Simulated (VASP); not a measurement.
# Si (Fddd) in VASP: single point with PBE

Aim: the single point of Si with PBE.

Everything below comes from runs of VASP 6.6.1. Logs are shortened: lines on timing, memory, paths and dates and some standing lists are left out, and cuts for length are marked.

## 1. The cell of the first run

It takes space group Fddd (No. 70, orthorhombic). Conventional cell: a = 5.087 Å, b = 5.360 Å, c = 5.962 Å, α = 90.00°, β = 90.00°, γ = 90.00°. Si (site symmetry 222) has 4 Si at 2.37 Å within 3.1 Å.

## 2. Single point, PBE

Contents of INCAR:

```
SYSTEM = Si
PREC = Accurate ; ENCUT = 520
EDIFF = 1E-6 ; ISMEAR = 0
SIGMA = 0.05 ; LREAL = .FALSE.
LASPH = .TRUE. ; NELM = 100
ALGO = Normal ; ISIF = 2
LWAVE = .FALSE. ; LCHARG = .FALSE.
GGA = PE ; NBANDS = 11
```

Contents of KPOINTS:

```
Automatic mesh
0
G
  8 8 8
  0 0 0
```

Contents of POSCAR:

```
Si
1.0
    0.0000000000      2.9810205263      2.5434395316
    2.6801835925      0.0000000000      2.5434395316
    2.6801835925      2.9810205263      0.0000000000
Si
2
Direct
    0.5000000000      0.5000000000      0.5000000000
    0.7500000000      0.7500000000      0.7500000000
```

Potentials or basis: VASP PAW PBE potentials, release 64 (Si).

Started as:

```console
> cat potpaw_PBE.64/Si/POTCAR > POTCAR
> mpirun -np 1 vasp_std > vasp.out
```

OUTCAR:

```text
SYSTEM = Si
   PREC = Accurate
   ENCUT = 520
   EDIFF = 1E-6
   ISMEAR = 0
   LREAL = .FALSE.
   LASPH = .TRUE.
   NELM = 100
   ISIF = 2
   GGA = PE

 ion  position               nearest neighbor table
   1  0.500  0.500  0.500-   2 2.37   2 2.37   2 2.37   2 2.37
   2  0.750  0.750  0.750-   1 2.37   1 2.37   1 2.37   1 2.37

  LATTYP: Found a face centered orthorhombic cell.
 ALAT       =     5.0868790632
 B/A-ratio  =     1.0537634409
 C/A-ratio  =     1.1720430108

  Lattice vectors:

 A1 = (   2.6801835925,   2.9810205263,   0.0000000000)
 A2 = (   0.0000000000,   2.9810205263,   2.5434395316)
 A3 = (   2.6801835925,   0.0000000000,   2.5434395316)

Analysis of symmetry for initial positions (statically):
=====================================================================
 Subroutine PRICEL returns:
 Original cell was already a primitive cell.

 Routine SETGRP: Setting up the symmetry group for a
 face centered orthorhombic supercell.

 Subroutine GETGRP returns: Found  8 space group operations
 (whereof  4 operations were pure point group operations)
 out of a pool of  8 trial point group operations.

The static configuration has the point symmetry D_2 .
 The point group associated with its full space group is D_2h.

Analysis of symmetry for dynamics (positions and initial velocities):
=====================================================================
 Subroutine PRICEL returns:
 Original cell was already a primitive cell.

 Routine SETGRP: Setting up the symmetry group for a
 face centered orthorhombic supercell.

 Subroutine GETGRP returns: Found  8 space group operations
 (whereof  4 operations were pure point group operations)
 out of a pool of  8 trial point group operations.

The dynamic configuration has the point symmetry D_2 .
 The point group associated with its full space group is D_2h.

 Subroutine INISYM returns: Found  8 space group operations
 (whereof  4 operations are pure point group operations),
 and found     1 'primitive' translations

----------------------------------------------------------------------------------------

                                     Primitive cell

  volume of cell :      40.6425

  direct lattice vectors                    reciprocal lattice vectors
     0.000000000  2.981020526  2.543439532    -0.186554384  0.167727795  0.196584190
     2.680183593  0.000000000  2.543439532     0.186554384 -0.167727795  0.196584190
     2.680183593  2.981020526  0.000000000     0.186554384  0.167727795 -0.196584190

  length of vectors
     3.918618127  3.694924727  4.008723920     0.318716952  0.318716952  0.318716952

  position of ions in fractional coordinates (direct lattice)
     0.500000000  0.500000000  0.500000000
     0.750000000  0.750000000  0.750000000

  ion indices of the primitive-cell ions
   primitive index   ion index
                 1           1
                 2           2

----------------------------------------------------------------------------------------

 KPOINTS: Automatic mesh

Automatic generation of k-mesh.
 Grid dimensions read from file:
 generate k-points for:    8    8    8

 Generating k-lattice:

  Cartesian coordinates                     Fractional coordinates (reciprocal lattice)
    -0.023319298  0.020965974  0.024573024     0.125000000  0.000000000  0.000000000
     0.023319298 -0.020965974  0.024573024    -0.000000000  0.125000000 -0.000000000
     0.023319298  0.020965974 -0.024573024     0.000000000  0.000000000  0.125000000

  Length of vectors
     0.039839619  0.039839619  0.039839619

  Shift w.r.t. Gamma in fractional coordinates (k-lattice)
     0.000000000  0.000000000  0.000000000

 Subroutine IBZKPT returns following result:
 ===========================================

 Found     95 irreducible k-points:

 Following reciprocal coordinates:
            Coordinates               Weight
  0.000000  0.000000  0.000000      1.000000
  0.125000  0.000000  0.000000      8.000000
  0.250000  0.000000  0.000000      8.000000
  0.375000  0.000000  0.000000      8.000000
  0.500000  0.000000  0.000000      4.000000
  0.125000  0.125000  0.000000      2.000000
[... 16 lines left out ...]
  0.250000  0.000000  0.125000      8.000000
  0.375000  0.000000  0.125000      8.000000
 [... further k-points ...]
   k-points           NKPTS =     95   k-points in BZ     NKDIM =     95   number of bands    NBANDS=     11
   number of dos      NEDOS =    301   number of ions     NIONS =      2
   total plane-waves  NPLWV =  25200
   dimension x,y,z NGX =    30 NGY =   28 NGZ =   30
   dimension x,y,z NGXF=    60 NGYF=   56 NGZF=   60
   ions per type =               2
   NGX,Y,Z   is equivalent  to a cutoff of  12.73, 12.60, 12.44 a.u.
   NGXF,Y,Z  is equivalent  to a cutoff of  25.45, 25.20, 24.88 a.u.
 SYSTEM =  Si
   PREC   = accura    normal or accurate (medium, high low for compatibility)
   ISTART =      0    job   : 0-new  1-cont  2-samecut
   ICHARG =      2    charge: 1-file 2-atom 10-const
   ISPIN  =      1    spin polarized calculation?
   LNONCOLLINEAR =      F non collinear calculations
   LSORBIT =      F    spin-orbit coupling
   LASPH  =      T    aspherical Exc in radial PAW
   ENCUT  =  520.0 eV  38.22 Ry    6.18 a.u.   7.29  6.87  7.45*2*pi/ulx,y,z
   NELM   =    100;   NELMIN=  2; NELMDL= -5     # of ELM steps
   EDIFF  = 0.1E-05   stopping-criterion for ELM
   LREAL  =      F    real-space projection
   EDIFFG = 0.1E-04   stopping-criterion for IOM
   NSW    =      0    number of steps for IOM
   IBRION =     -1    ionic relax: 0-MD 1-quasi-New 2-CG
   NFREE  =      0    steps in history (QN), initial steepest desc. (CG)
   ISIF   =      2    stress and relaxation
   ISYM   =      2    0-nonsym 1-usesym 2-fastsym
   POTIM  = 0.5000    time-step for ionic-motion
   TEBEG  =    0.0;   TEEND  =   0.0 temperature during run
   PSTRESS=    0.0 pullay stress
   NELECT =       8.0000    total number of electrons
   NUPDOWN=      -1.0000    fix difference up-down
   EMIN   =  10.00;   EMAX   =-10.00  energy-range for DOS
   EFERMI =   0.00;   METHOD = LEGACY
   ISMEAR =     0;   SIGMA  =   0.05  broadening in eV -4-tet -1-fermi 0-gaus
   EFERMI_NEDOS =   21; number of points for ismear=-14 and -15
   IALGO  =     38    algorithm
   IMIX   =      4    mixing-type and parameters
     AMIX     =   0.40;   BMIX     =  1.00
     AMIX_MAG =   1.60;   BMIX_MAG =  1.00
  volume/ion in A,a.u.               =      20.32       137.13
  Fermi-wavevector in a.u.,A,eV,Ry     =   0.952309  1.799603 12.339019  0.906892
  Thomas-Fermi vector in A             =   2.080860
   LORBIT       =      0    0 simple, 1 ext, 2 COOP (PROOUT), +10 PAW based schemes
   GGA     = PE    functional components
   LHFCALC =     F    Hartree Fock is set to
   AEXX    =    0.0000 exact exchange contribution
   IVDW    =     0    specifies the selected vdW correction
   LEPSILON=     F    determine dielectric tensor
   LRPA    =     F    only Hartree local field effects (RPA)
 non-spin polarized calculation
 Gauss-broadening in eV      SIGMA  =   0.05
  energy-cutoff  :      520.00
  volume of cell :       40.64
 maximum number of plane-waves:      1106
 NGX is ok and might be reduce to    30
   NGX = 15   NGY = 13   NGZ = 15

 number of electron       8.0000000 magnetization

 Free energy of the ion-electron system (eV)
  ---------------------------------------------------
  ext. energy  EPLUGINS =         0.00000000
  ---------------------------------------------------
  free energy    TOTEN  =       -10.67482090 eV

  energy without entropy =      -10.67442345  energy(sigma->0) =      -10.67462217

 E-fermi :   5.9442     XC(G=0):  -9.3766

 val. band max:        5.9421343614   @ k =   0.0000   0.0000   0.0000
 cond. band min:       6.0905870077   @ k =   0.5000   0.3750   0.0000
 fundamental gap:      0.1484526463
 Fermi energy:         5.9442489043

 k-point     1 :       0.0000    0.0000    0.0000
  band No.  band energies     occupation
      1      -6.1557      2.00000
      2       4.9982      2.00000
      3       5.9421      1.04769
      4       6.2001      0.00000
      5       8.0897      0.00000
      6       8.2993      0.00000
      7       8.5575      0.00000
      8       8.6552      0.00000
      9      12.2233      0.00000
     10      13.6099      0.00000
     11      14.6350      0.00000

 k-point     2 :       0.1250    0.0000    0.0000
  band No.  band energies     occupation
      1      -5.9521      2.00000
      2       3.9936      2.00000
      3       5.1208      2.00000
      4       5.8596      1.98331
      5       7.9084      0.00000
      6       8.6376      0.00000
      7       8.9765      0.00000
      8      10.0145      0.00000
      9      12.1190      0.00000
     10      13.8673      0.00000
     11      14.3965      0.00000

 k-point     3 :       0.2500    0.0000    0.0000
  band No.  band energies     occupation
      1      -5.3584      2.00000
      2       1.8051      2.00000
      3       4.4397      2.00000
      4       5.5086      2.00000
      5       7.2616      0.00000
      6       9.2310      0.00000
      7       9.4566      0.00000
      8      11.8306      0.00000
      9      13.1351      0.00000
     10      13.2716      0.00000
     11      15.0440      0.00000

 k-point     4 :       0.3750    0.0000    0.0000
  band No.  band energies     occupation
      1      -4.4679      2.00000
      2      -0.1784      2.00000
      3       4.0018      2.00000
      4       5.2891      2.00000
      5       6.7647      0.00000
      6       9.1129      0.00000
      7       9.7792      0.00000
      8      13.5957      0.00000
      9      13.7554      0.00000
     10      14.3175      0.00000
     11      16.0045      0.00000
[... 239 lines left out ...]
 k-point    22 :       0.1250    0.0000    0.1250
  band No.  band energies     occupation
      1      -5.9241      2.00000
      2       3.6574      2.00000
      3       5.2670      2.00000
      4       5.4412      2.00000
      5       8.2489      0.00000
      6       9.0928      0.00000
      7       9.4299      0.00000
      8       9.8837      0.00000
      9      10.8656      0.00000
     10      14.4498      0.00000
     11      14.7880      0.00000

 k-point    23 :       0.2500    0.0000    0.1250
  band No.  band energies     occupation
      1      -5.4949      2.00000
      2       2.2450      2.00000
      3       4.3327      2.00000
      4       4.9474      2.00000
      5       8.4769      0.00000
      6       9.0030      0.00000
      7      10.1499      0.00000
      8      10.4162      0.00000
      9      12.2145      0.00000
     10      14.5062      0.00000
     11      15.6446      0.00000

 k-point    24 :       0.3750    0.0000    0.1250
  band No.  band energies     occupation
      1      -4.7098      2.00000
      2       0.4787      2.00000
      3       3.3504      2.00000
      4       4.7682      2.00000
      5       8.4309      0.00000
      6       8.6018      0.00000
      7      10.5469      0.00000
      8      11.9388      0.00000
      9      14.3885      0.00000
     10      14.7901      0.00000
     11      15.6263      0.00000

 [... further k-points ...]
[... 5 lines left out ...]
  --------------------------------------------------------------------------------------
  -------------------------------------------------------------------------------------
  Total        0.9199265     -2.5175825      1.5325975      0.0000000      0.0000000      0.0000000
  in kB       36.2645903    -99.2460799     60.4168090      0.0000000      0.0000000      0.0000000
  external PRESSURE =      -0.8548935 kB  Pullay stress =       0.0000000 kB

 VOLUME and BASIS-vectors are now :
 -----------------------------------------------------------------------------
  energy-cutoff  :      520.00
  volume of cell :       40.64
      direct lattice vectors                 reciprocal lattice vectors
     0.000000000  2.981020526  2.543439532    -0.186554384  0.167727795  0.196584190
     2.680183593  0.000000000  2.543439532     0.186554384 -0.167727795  0.196584190
     2.680183593  2.981020526  0.000000000     0.186554384  0.167727795 -0.196584190

 POSITION                                       TOTAL-FORCE (eV/Angst)
 -----------------------------------------------------------------------------------
      2.68018      2.98102      2.54344         0.000000      0.000000      0.000000
      4.02028      4.47153      3.81516        -0.000000     -0.000000     -0.000000
 -----------------------------------------------------------------------------------
    total drift:                                0.000000     -0.000000     -0.000000

  FREE ENERGIE OF THE ION-ELECTRON SYSTEM (eV)
  ---------------------------------------------------
  free  energy   TOTEN  =       -10.6748208990 eV

  energy  without entropy=      -10.6744234507  energy(sigma->0) =      -10.67462217
```

Wall time 19 s (1 thread of AMD EPYC 9R45 (Zen 5), shared host); peak memory 0.14 GiB.

What came out:

| Quantity | Value |
| --- | --- |
| Free energy | -10.6748 eV |
| Pressure | -0.1 GPa |
| Band gap on the k mesh | zero (bands 4 and 5 overlap by 0.46 eV) |

Stress tensor (GPa, compression positive):
```
 3.63  0.00  0.00
 0.00 -9.92  0.00
 0.00  0.00  6.04
```

Caveat: the cell differs from its parent crystal (strain +e along x and -e along y -0.0550, strain +e along z and -e/2 along x and y -0.0700); the stress differs along the axes, from -10 to 6 GPa; semilocal functionals underestimate gaps, and a narrow one can read as zero.

The gap in the log of VASP goes by the Fermi energy; the results here count the filled bands.